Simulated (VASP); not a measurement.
Here is a VASP 6.6.1 calculation.

The input POSCAR:

```
La
1.0
   -2.1095767417      2.1095767417      2.1095767417
    2.1095767417     -2.1095767417      2.1095767417
    2.1095767417      2.1095767417     -2.1095767417
La
1
Direct
    0.0000000000      0.0000000000      0.0000000000
```

INCAR.step1

```
SYSTEM = La
ALGO     = Normal         ! electronic algorithm
EDIFF    = 1E-5           ! SCF threshold, eV
ENCUT    = 520            ! plane-wave cutoff, eV
GGA      = PE             ! functional
ISIF     = 2              ! what is computed and relaxed
ISMEAR   = 0              ! smearing method
LASPH    = .True.         ! aspherical terms in the spheres
LCHARG   = .False.        ! write CHGCAR
LREAL    = .False.        ! projectors in reciprocal space
LWAVE    = .True.         ! write WAVECAR
NBANDS   = 12             ! bands
NELM     = 80             ! most SCF steps
PREC     = Accurate       ! precision mode
SIGMA    = 0.025          ! smearing width, eV
```

Contents of INCAR.step2:

```
SYSTEM = La
AEXX     = 0.5            ! exact-exchange fraction
ALGO     = Normal         ! electronic algorithm
EDIFF    = 1E-6           ! SCF threshold, eV
ENCUT    = 520            ! plane-wave cutoff, eV
ISIF     = 2              ! what is computed and relaxed
ISMEAR   = 0              ! smearing method
ISTART   = 1            
LASPH    = .True.         ! aspherical terms in the spheres
LCHARG   = .False.        ! write CHGCAR
LHFCALC  = .True.         ! exact exchange
LMIXTAU  = .True.       
LREAL    = .False.        ! projectors in reciprocal space
LWAVE    = .False.        ! write WAVECAR
METAGGA  = R2SCAN         ! meta-GGA
NBANDS   = 12             ! bands
NELM     = 80             ! most SCF steps
PREC     = Accurate       ! precision mode
PRECFOCK = Normal       
SIGMA    = 0.025          ! smearing width, eV
```

The input KPOINTS:

```
k-points
0
Gamma
  6 6 6
  0 0 0
```

Potentials or basis: VASP PAW PBE potentials, release 64 (La).

The run is started by

```console
$ cat potpaw_PBE.64/La/POTCAR > POTCAR
$ cp INCAR.step1 INCAR
$ mpirun -np 1 vasp_std > vasp.out
$ cp INCAR.step2 INCAR
$ mpirun -np 1 vasp_std > vasp.out
```

Question: What does it give for the band gap on the k mesh?

Answer: Zero (an odd number of electrons rules out a gap without spin polarisation).

Question: Predict the pressure.

Answer: 2.8 GPa.

Caveat: the PAW data sets were made with another functional, which shifts forces and pressure a little; spin-orbit coupling is left out, which moves the levels of the heavy elements.
